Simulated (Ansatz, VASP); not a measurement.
# SnTe3 in VASP and in Ansatz

```
Te Sn
1.0
     0.00000    3.78240    3.78240
     3.78240    0.00000    3.78240
     3.78240    3.78240    0.00000
Te Sn
3 1
Direct
  0.50000 0.50000 0.50000
  0.75000 0.75000 0.75000
  0.25000 0.25000 0.25000
  0.00000 0.00000 0.00000
```

Change from the starting cell: volume scaled by 0.94.

Alike in both runs: task single point; functional LDA; k mesh 6 × 6 × 6; occupations fermi-dirac, width 0.05 eV; no spin polarisation.

```csv
,VASP,Ansatz
version,VASP 6.6.1,Ansatz 0.2.0
potentials or method,"VASP PAW LDA potentials, release 64 (Te, Sn_d), cutoff 520 eV","all-electron LAPW, scalar-relativistic"
```

|  | VASP | Ansatz | Ansatz less VASP |
| --- | --- | --- | --- |
| gap on the k mesh at the Fermi level (eV) | none | none | - |
| pressure (GPa) | -0.7 | -0.7 | +0.01 |

LDA's correlation is that of Perdew and Zunger in VASP and of Perdew and Wang (1992) in Ansatz. A gap of «none» marks a metal or a gap that the smearing closes. Ansatz ran all-electron here, and VASP with PAW potentials.

Spin-orbit coupling is off throughout.
